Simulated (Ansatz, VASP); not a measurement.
# ReBi: VASP beside Ansatz

The input INCAR:

```
SYSTEM = ReBi
PREC     = Accurate       ! precision mode
ENCUT    = 520            ! plane-wave cutoff, eV
EDIFF    = 1E-6           ! SCF threshold, eV
ISMEAR   = -1             ! smearing method
SIGMA    = 0.1            ! smearing width, eV
LREAL    = .False.        ! projectors in reciprocal space
LASPH    = .True.         ! aspherical terms in the spheres
NELM     = 80             ! most SCF steps
ALGO     = Normal         ! electronic algorithm
ISIF     = 2              ! what is computed and relaxed
LWAVE    = .False.        ! write WAVECAR
LCHARG   = .True.         ! write CHGCAR
GGA      = PE             ! functional
IVDW     = 13             ! dispersion correction
LELF     = .True.         ! ELF
LVHAR    = .True.       
NBANDS   = 18             ! bands
```

KPOINTS

```
Automatic mesh
0
Gamma
  11 11 11
  0 0 0
```

File POSCAR:

```
ReBi
1.0
    0.0000000000      3.1127689995      3.1127689995
    3.1127689995      0.0000000000      3.1127689995
    3.1127689995      3.1127689995      0.0000000000
Re Bi
1 1
Direct
    0.0000000000      0.0000000000      0.0000000000
    0.2500000000      0.2500000000      0.2500000000
```

Input for Ansatz:

```yaml
crystal:
  lattice:
    - [0.0, 3.1127689995, 3.1127689995]
    - [3.1127689995, 0.0, 3.1127689995]
    - [3.1127689995, 3.1127689995, 0.0]
  atoms:
    - { symbol: Re, position: [0.0, 0.0, 0.0] }
    - { symbol: Bi, position: [0.25, 0.25, 0.25] }
kpoints:
  mp_grid: { grid: [11, 11, 11] }
  band_path:
    path:
      - [0.0, 0.0, 0.0]
      - [-0.5, -0.5, 0.0]
      - [-0.375, -0.375, 0.25]
      - [-0.375, 0.0, 0.375]
      - [0.0, 0.0, 0.0]
      - [0.0, 0.0, 0.5]
      - [-0.5, -0.25, 0.25]
      - [-0.5, -0.5, 0.0]
    npoints: 14
scf:
  occupations: { method: fermi_dirac, width: 0.1 }
hamiltonian:
  xc: pbe
  pseudopotentials: { kind: all_electron, lapw: { basis_error: 0.001 } }
  dispersion: d4
output:
  forces: true
  stress: true
  eigenvalues: true
  populations: true
```

Alike in both runs: task single point; functional PBE; dispersion D4; k mesh 11 × 11 × 11; occupations fermi-dirac, width 0.1 eV; no spin polarisation.

|  | VASP | Ansatz |
| --- | --- | --- |
| version | VASP 6.6.1 | Ansatz 0.2.0 |
| potentials or method | VASP PAW PBE potentials, release 64 (Re, Bi_d), cutoff 520 eV | all-electron LAPW, scalar-relativistic |

```csv
,VASP,Ansatz,Ansatz less VASP
gap on the k mesh at the Fermi level (eV),none,none,-
pressure (GPa),-3.1,-3.1,+0.02
```

A gap of «none» marks a metal or a gap that the smearing closes. Ansatz ran all-electron here, and VASP with PAW potentials.

Neither program's run includes spin-orbit coupling.
